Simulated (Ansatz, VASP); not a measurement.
Ga2SnO2 in VASP and in Ansatz

INCAR

```
PREC = Accurate
ENCUT = 600
EDIFF = 1E-7
ISMEAR = 0
SIGMA = 0.1
LREAL = False
LASPH = True
NELM = 60
ALGO = Normal
ISIF = 3
LWAVE = False
LCHARG = False
GGA = PE
IBRION = 2
NSW = 90
EDIFFG = -0.04
```

KPOINTS

```
regular mesh
0
Gamma
  6 6 2
```

The input POSCAR:

```
Ga2SnO2
1.0
    3.6004720600      0.0000000000      0.0000000000
   -1.8002360300      3.1181002700      0.0000000000
    0.0000000000      0.0000000000     13.2908765200
Ga Sn O
4 2 4
Direct
    0.6666666700      0.3333333300      0.4032764400
    0.6666666700      0.3333333300      0.0967235600
    0.3333333300      0.6666666700      0.9032764400
    0.3333333300      0.6666666700      0.5967235600
    0.0000000000      0.0000000000      0.7500000000
    0.0000000000      0.0000000000      0.2500000000
    0.6666666700      0.3333333300      0.5596874400
    0.6666666700      0.3333333300      0.9403125600
    0.3333333300      0.6666666700      0.4403125600
    0.3333333300      0.6666666700      0.0596874400
```

Input for Ansatz:

```yaml
crystal:
  lattice:
    - [3.60047206, 0.0, 0.0]
    - [-1.80023603, 3.11810027, 0.0]
    - [0.0, 0.0, 13.29087652]
  atoms:
    - { symbol: Ga, position: [0.66666667, 0.33333333, 0.40327644] }
    - { symbol: Ga, position: [0.66666667, 0.33333333, 0.09672356] }
    - { symbol: Ga, position: [0.33333333, 0.66666667, 0.90327644] }
    - { symbol: Ga, position: [0.33333333, 0.66666667, 0.59672356] }
    - { symbol: Sn, position: [0.0, 0.0, 0.75] }
    - { symbol: Sn, position: [0.0, 0.0, 0.25] }
    - { symbol: O, position: [0.66666667, 0.33333333, 0.55968744] }
    - { symbol: O, position: [0.66666667, 0.33333333, 0.94031256] }
    - { symbol: O, position: [0.33333333, 0.66666667, 0.44031256] }
    - { symbol: O, position: [0.33333333, 0.66666667, 0.05968744] }
basis:
  ecutwfc: 420
kpoints:
  mp_grid: { grid: [6, 6, 2] }
hamiltonian:
  xc: pbe
scf:
  occupations: { method: gaussian, width: 0.1 }
  lower_state_search: "off"
output:
  forces: true
  stress: true
  eigenvalues: true
relax:
  adjacent_minimum: "off"
  f_tol: 0.04
  max_steps: 70
  cell: { stress_tol: 0.4 }
```

Change from the starting cell: species swapped into the Tm2TeO2 type (P6_3/mmc, No. 194).

Alike in both runs: task relaxation of cell and atoms; functional PBE; k mesh 6 × 6 × 2; occupations gaussian, width 0.1 eV; no spin polarisation.

```csv
,VASP,Ansatz
version,VASP 6.6.1,Ansatz 0.2.0
potentials or method,"VASP PAW PBE potentials, release 64 (Ga_d, Sn_d, O), cutoff 600 eV","scalar-relativistic, plane waves, PAW"
valence electrons in the cell,104,104
```

```tsv
	VASP	Ansatz	Ansatz less VASP
gap on the k mesh at the Fermi level, each at its own relaxed structure (eV)	none	none	-
relaxed volume (Å³/atom)	15.57	16.87	+1.301
relaxed length of the cell vector where the two differ most in proportion (Å)	17.535	19.577	+2.0417
```

A gap of «none» marks a metal or a gap that the smearing closes. One of these differences is far larger than is usual between the two programs; its cause wasn't traced.
